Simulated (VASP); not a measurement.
Wanted: the native input for a VASP 6.6.1 run.

- Task: single point
- Functional: PBE
- Potentials or basis: VASP PAW PBE potentials, release 64 (Ga_d, As)
- Cutoff: 500 eV
- k mesh: 6 × 6 × 4
- Occupations: gaussian, width 0.2 eV
- Spin: no spin polarisation
- Dipole correction: no
- Further INCAR settings: ALGO = Normal; EDIFF = 1e-06; NBANDS = 18

The structure of GaAs2 lies in POSCAR:

```
GaAs2
1.0
    3.7767260334      0.0000000000      0.0000000000
   -1.8883630167      3.2707406881      0.0000000000
    0.0000000000      0.0000000000      4.9053331878
Ga As
1 2
Direct
    0.0000000000      0.0000000000      0.0000000000
    0.6666666667      0.3333333333      0.6586236256
    0.3333333333      0.6666666667      0.3413763744
```

The cell was generated, and may not be a known phase.

These files were run (other wordings do the same):

INCAR

```
ALGO = Normal
EDIFF = 1E-6
ENCUT = 500
GGA = PE
GGA_COMPAT = F
ISIF = 2
ISMEAR = 0
LASPH = T
LCHARG = F
LREAL = F
LWAVE = F
NBANDS = 18
NELM = 120
PREC = Accurate
SIGMA = 0.2
```

KPOINTS

```
k-points
0
Gamma
  6 6 4
```

Potentials or basis: VASP PAW PBE potentials, release 64 (Ga_d, As).

Command:

```bash
$ cat potpaw_PBE.64/Ga_d/POTCAR potpaw_PBE.64/As/POTCAR > POTCAR
$ mpirun -np 1 vasp_std > vasp.out
```

It gave:

```
Pressure               : 0.1 GPa
Largest force          : 0.076 eV/Å
Band gap on the k mesh : zero (an odd number of electrons rules out a gap without spin polarisation)
```

Caveat: an odd number of electrons without spin polarisation forces a metal; a magnetic or distorted state may lie lower.

Run time: 21 s on 1 thread of Intel Xeon 8259CL, on a shared host, peak memory 0.18 GiB.
